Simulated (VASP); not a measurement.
Wanted: the native input for a VASP 6.6.1 run.

```yaml
Task: single point
Functional: PBE
Potentials_or_basis: VASP PAW PBE potentials, release 64 (W_sv, Se)
Cutoff: 520 eV
k_mesh: 6 × 6 × 6
Occupations: fermi-dirac, width 0.02 eV
Spin: no spin polarisation
Dipole_correction: no
Further_INCAR_settings: ALGO = Normal; EDIFF = 1e-06; NBANDS = 20
```

The structure of WSe2 lies in POSCAR:

```
WSe2
1.0
    0.0000000000      3.0924832564      3.0924832564
    3.0924832564      0.0000000000      3.0924832564
    3.0924832564      3.0924832564      0.0000000000
W Se
1 2
Direct
    0.0000000000      0.0000000000      0.0000000000
    0.2500000000      0.2500000000      0.2500000000
    0.7500000000      0.7500000000      0.7500000000
```

The input as run:

INCAR

```
SYSTEM = WSe2
PREC     = Accurate       ! precision mode
ENCUT    = 520            ! plane-wave cutoff, eV
EDIFF    = 1E-6           ! SCF threshold, eV
ISMEAR   = -1             ! smearing method
SIGMA    = 0.02           ! smearing width, eV
LREAL    = .False.        ! projectors in reciprocal space
LASPH    = .True.         ! aspherical terms in the spheres
NELM     = 60             ! most SCF steps
ALGO     = Normal         ! electronic algorithm
ISIF     = 2              ! what is computed and relaxed
LWAVE    = .False.        ! write WAVECAR
LCHARG   = .True.         ! write CHGCAR
GGA      = PE             ! functional
LELF     = .True.         ! ELF
LVHAR    = .True.       
NBANDS   = 20             ! bands
```

KPOINTS

```
regular mesh
0
Gamma
  6 6 6
  0 0 0
```

Potentials or basis: VASP PAW PBE potentials, release 64 (W_sv, Se).

Run with:

```console
$ cat potpaw_PBE.64/W_sv/POTCAR potpaw_PBE.64/Se/POTCAR > POTCAR
$ mpirun -np 1 vasp_std > vasp.out
```

Results of the run:

```json
{"Pressure": "1.9 GPa", "Band gap on the k mesh": "zero (band 13 reaches 7.11 eV, above the bottom of band 14 at 6.39 eV)"}
```

Caveat: spin-orbit coupling is left out, which moves the levels of the heavy elements.

Wall time 51 s on 1 thread of AMD EPYC 7R13 (shared host), peak memory 0.17 GiB.
